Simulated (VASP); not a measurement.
# AgRh (P-6m2) in VASP: vibrations by perturbation theory with PBEsol

Aim: the vibrations by perturbation theory of AgRh with PBEsol.

Program: VASP 6.6.1. These are calculated values, not measurements. Logs are shortened: lines on timing, memory, paths and dates and some standing lists are left out, and cuts for length are marked.

### 1 The cell of the first run

Symmetry: P-6m2, No. 187, hexagonal system. Conventional cell: a = 2.778 Å, b = 2.778 Å, c = 4.809 Å, α = 90.00°, β = 90.00°, γ = 120.00°. Ag (site symmetry -6m2) has 6 Ag at 2.78 Å and 6 Rh at 2.89 Å within 3.7 Å. Within 3.7 Å of Rh (site symmetry -6m2) lie 6 Rh at 2.78 Å and 6 Ag at 2.89 Å.

### 2 Vibrations by perturbation theory, PBEsol

File INCAR:

```
SYSTEM = AgRh
PREC = Accurate
ENCUT = 520
EDIFF = 1E-8
ISMEAR = -1
SIGMA = 0.05
LREAL = .False.
LASPH = .True.
NELM = 60
ALGO = Fast
ISIF = 2
LWAVE = .False.
LCHARG = .False.
GGA = PS
IBRION = 8
NSW = 1
```

File KPOINTS:

```
Automatic mesh
0
Gamma
  10 10 6
  0 0 0
```

File POSCAR:

```
AgRh
1.0
    2.7775881998      0.0000000000      0.0000000000
   -1.3887940999      2.4054619423      0.0000000000
    0.0000000000      0.0000000000      4.8086020000
Ag Rh
1 1
Direct
    0.0000000000      0.0000000000      0.5000000000
    0.6666666667      0.3333333333      0.0000000000
```

Potentials or basis: VASP PAW PBE potentials, release 64 (Ag, Rh_pv).

Run with:

```sh
cat potpaw_PBE.64/Ag/POTCAR potpaw_PBE.64/Rh_pv/POTCAR > POTCAR
mpirun -np 1 vasp_std > vasp.out
```

OUTCAR:

```text
SYSTEM = AgRh
   PREC = Accurate
   ENCUT = 520
   EDIFF = 1E-8
   ISMEAR = -1
   LREAL = .False.
   LASPH = .True.
   NELM = 60
   ISIF = 2
   GGA = PS
   IBRION = 8
   NSW = 1

 ion  position               nearest neighbor table
   1  0.000  0.000  0.500-   2 2.89   2 2.89   2 2.89   2 2.89   2 2.89   2 2.89
   2  0.667  0.333  0.000-   1 2.89   1 2.89   1 2.89   1 2.89   1 2.89   1 2.89

  LATTYP: Found a hexagonal cell.
 ALAT       =     2.7775881998
 C/A-ratio  =     1.7312148721

  Lattice vectors:

 A1 = (   2.7775881998,   0.0000000000,   0.0000000000)
 A2 = (  -1.3887940999,   2.4054619423,   0.0000000000)
 A3 = (   0.0000000000,   0.0000000000,   4.8086020000)

Analysis of symmetry for initial positions (statically):
=====================================================================
 Subroutine PRICEL returns:
 Original cell was already a primitive cell.

 Routine SETGRP: Setting up the symmetry group for a
 hexagonal supercell.

 Subroutine GETGRP returns: Found 12 space group operations
 (whereof 12 operations were pure point group operations)
 out of a pool of 24 trial point group operations.

The static configuration has the point symmetry D_3h.

Analysis of symmetry for dynamics (positions and initial velocities):
=====================================================================
 Subroutine PRICEL returns:
 Original cell was already a primitive cell.

 Routine SETGRP: Setting up the symmetry group for a
 hexagonal supercell.

 Subroutine GETGRP returns: Found 12 space group operations
 (whereof 12 operations were pure point group operations)
 out of a pool of 24 trial point group operations.

The dynamic configuration has the point symmetry D_3h.

 Subroutine INISYM returns: Found 12 space group operations
 (whereof 12 operations are pure point group operations),
 and found     1 'primitive' translations

----------------------------------------------------------------------------------------

                                     Primitive cell

  volume of cell :      32.1281

  direct lattice vectors                    reciprocal lattice vectors
     2.777588200  0.000000000  0.000000000     0.360024571  0.207860283  0.000000000
    -1.388794100  2.405461942  0.000000000     0.000000000  0.415720566  0.000000000
     0.000000000  0.000000000  4.808602000     0.000000000  0.000000000  0.207960651

  length of vectors
     2.777588200  2.777588200  4.808602000     0.415720566  0.415720566  0.207960651

  position of ions in fractional coordinates (direct lattice)
     0.000000000  0.000000000  0.500000000
     0.666666667  0.333333333  0.000000000

  ion indices of the primitive-cell ions
   primitive index   ion index
                 1           1
                 2           2

----------------------------------------------------------------------------------------

 KPOINTS: Automatic mesh

Automatic generation of k-mesh.
 Grid dimensions read from file:
 generate k-points for:   10   10    6

 Generating k-lattice:

  Cartesian coordinates                     Fractional coordinates (reciprocal lattice)
     0.036002457  0.020786028  0.000000000     0.100000000  0.000000000  0.000000000
     0.000000000  0.041572057  0.000000000     0.000000000  0.100000000  0.000000000
     0.000000000  0.000000000  0.034660108     0.000000000  0.000000000  0.166666667

  Length of vectors
     0.041572057  0.041572057  0.034660108

  Shift w.r.t. Gamma in fractional coordinates (k-lattice)
     0.000000000  0.000000000  0.000000000

 Subroutine IBZKPT returns following result:
[... 67 lines left out ...]
   IMIX   =      4    mixing-type and parameters
     AMIX     =   0.40;   BMIX     =  1.00
     AMIX_MAG =   1.60;   BMIX_MAG =  1.00
  volume/ion in A,a.u.               =      16.06       108.41
  Fermi-wavevector in a.u.,A,eV,Ry     =   1.525589  2.882945 31.666497  2.327422
  Thomas-Fermi vector in A             =   2.633739
   LORBIT       =      0    0 simple, 1 ext, 2 COOP (PROOUT), +10 PAW based schemes
   GGA     = PS    functional components
   LHFCALC =     F    Hartree Fock is set to
   AEXX    =    0.0000 exact exchange contribution
   IVDW    =     0    specifies the selected vdW correction
   LEPSILON=     F    determine dielectric tensor
   LRPA    =     F    only Hartree local field effects (RPA)
 non-spin polarized calculation
 RMM-DIIS sequential band-by-band and
  energy-cutoff  :      520.00
  volume of cell :       32.13
 maximum number of plane-waves:       880
 NGX is ok and might be reduce to    24
   NGX = 11   NGY = 11   NGZ = 17

--------------------------------------- Ionic step        1  -------------------------------------------

 number of electron      25.9999998 magnetization

 Free energy of the ion-electron system (eV)
  ---------------------------------------------------
  ext. energy  EPLUGINS =         0.00000000
  ---------------------------------------------------
  free energy    TOTEN  =       -10.80893337 eV

  energy without entropy =      -10.77675578  energy(sigma->0) =      -10.79284458

 E-fermi :   8.7090     XC(G=0): -12.9855

 val. band max:        8.7076461949   @ k =   0.1000   0.1000   0.1667
 cond. band min:       8.7115820541   @ k =   0.2000   0.0000   0.1667
 fundamental gap:      0.0039358592
 Fermi energy:         8.7089864318

 k-point     1 :       0.0000    0.0000    0.0000
  band No.  band energies     occupation
      1     -36.9151      2.00000
      2     -36.9151      2.00000
      3     -36.8947      2.00000
      4       1.4219      2.00000
      5       2.9150      2.00000
      6       4.4104      2.00000
[... 457 lines left out ...]
      4       2.9142      2.00000
      5       3.3775      2.00000
      6       4.2766      2.00000
[... 9 lines left out ...]
     16      16.0753      0.00000
     17      17.8532      0.00000

 [... further k-points ...]
[... 5 lines left out ...]
  --------------------------------------------------------------------------------------
  -------------------------------------------------------------------------------------
  Total       -2.0804519     -2.0804519     -2.1055999      0.0000000      0.0000000     -0.0000000
  in kB     -103.7487995   -103.7487995   -105.0028905      0.0000000      0.0000000     -0.0000000
  external PRESSURE =    -104.1668298 kB  Pullay stress =       0.0000000 kB

 VOLUME and BASIS-vectors are now :
 -----------------------------------------------------------------------------
  energy-cutoff  :      520.00
  volume of cell :       32.13
      direct lattice vectors                 reciprocal lattice vectors
     2.777588200  0.000000000  0.000000000     0.360024571  0.207860283  0.000000000
    -1.388794100  2.405461942  0.000000000     0.000000000  0.415720566  0.000000000
     0.000000000  0.000000000  4.808602000     0.000000000  0.000000000  0.207960651

 POSITION                                       TOTAL-FORCE (eV/Angst)
 -----------------------------------------------------------------------------------
      0.00000      0.00000      2.40430        -0.000000      0.000000      0.000000
      1.38879      0.80182      0.00000         0.000000      0.000000      0.000000
 -----------------------------------------------------------------------------------
    total drift:                               -0.000000      0.000000      0.000000

  FREE ENERGIE OF THE ION-ELECTRON SYSTEM (eV)
  ---------------------------------------------------
  free  energy   TOTEN  =       -10.8089333745 eV

  energy  without entropy=      -10.7767557849  energy(sigma->0) =      -10.79284458

[... ionic steps 2 to 3 ...]

--------------------------------------- Ionic step        4  -------------------------------------------

------------------------ aborting loop because EDIFF is reached ----------------------------------------
[... 11 lines left out ...]
[... ionic steps 8 to 8 ...]

--------------------------------------- Ionic step        9  -------------------------------------------

 Free energy of the ion-electron system (eV)
  ---------------------------------------------------
  ---------------------------------------------------
  free energy    TOTEN  =        -0.56811563 eV

  energy without entropy =       -0.56811563

------------------------ aborting loop because EDIFF is reached ----------------------------------------

 INTERNAL STRAIN TENSOR  FOR ION    2  DIRECTION 3   (eV/Angst):
 -----------------------------------------------------------------------------
    -0.05749  0.00000  0.00000
    -0.00000 -0.05749  0.00000
     0.00000  0.00000  0.11732

 INTERNAL STRAIN TENSOR FOR ION    2 for displacements in x,y,z  (eV/Angst):
          X           Y           Z          XY          YZ          ZX
  --------------------------------------------------------------------------------
  x    -0.00000     0.00000     0.00000    -0.84041     0.00000     0.00000
  y    -0.84041     0.84041     0.00000    -0.00000     0.00000     0.00000
  z     0.00000     0.00000     0.00000     0.00000     0.00000     0.00000

 SECOND DERIVATIVES (NOT SYMMETRIZED)
 ------------------------------------
               1X          1Y          1Z          2X          2Y          2Z
  1X    -0.809780   -0.000000    0.000000    0.809780    0.000000    0.000000
  1Y     0.000000   -0.809780    0.000000    0.000000    0.809780    0.000000
  1Z     0.000000    0.000000   -6.021960   -0.000000    0.000000    6.021960
  2X     0.809507   -0.000000    0.000000   -0.809507    0.000000    0.000000
  2Y    -0.000000    0.809507    0.000000    0.000000   -0.809507    0.000000
  2Z     0.000000   -0.000000    6.017604   -0.000000    0.000000   -6.017604

 Eigenvectors and eigenvalues of the dynamical matrix
 ----------------------------------------------------

   1 f  =    5.285440 THz    33.209398 2PiTHz  176.303294 cm-1    21.858813 meV
             X         Y         Z           dx          dy          dz
      0.000000  0.000000  2.404301    -0.000000    0.000000   -0.698863
      1.388794  0.801821  0.000000     0.000000   -0.000000    0.715255
[... 21 lines left out ...]
   6 f/i=    0.000956 THz     0.006006 2PiTHz    0.031884 cm-1     0.003953 meV
             X         Y         Z           dx          dy          dz
      0.000000  0.000000  2.404301    -0.000000   -0.000000    0.715255
      1.388794  0.801821  0.000000    -0.000000   -0.000000    0.698863

--------------------------------------------------------------------------------------------------------

 ELASTIC MODULI CONTR FROM IONIC RELAXATION (kBar)
 Direction    XX          YY          ZZ          XY          YZ          ZX
 --------------------------------------------------------------------------------
 XX         -39.6104     39.6104      0.0000     -0.0000      0.0000      0.0000
 YY          39.6104    -39.6104      0.0000      0.0000      0.0000      0.0000
 ZZ           0.0000      0.0000      0.0000      0.0000      0.0000      0.0000
 XY          -0.0000      0.0000      0.0000    -39.6104      0.0000      0.0000
 YZ           0.0000      0.0000      0.0000      0.0000      0.0000      0.0000
 ZX           0.0000      0.0000      0.0000      0.0000      0.0000      0.0000
 --------------------------------------------------------------------------------
```

Run time: 9.6 min. Hardware: 1 thread of AMD EPYC 7R13 (Zen 3), shared host; peak memory 0.41 GiB.

Results:

```
Highest phonon frequency at Γ : 176 cm⁻¹
```

Phonon frequencies in cm⁻¹ (negative: imaginary):
| q point | frequencies |
| --- | --- |
| (0.000, 0.000, 0.000) | 0 0 0 65 65 176 |

Caveat: the cell stands under pressure or tension, which shifts response properties; the PAW data sets were made with another functional, which shifts forces and pressure a little.
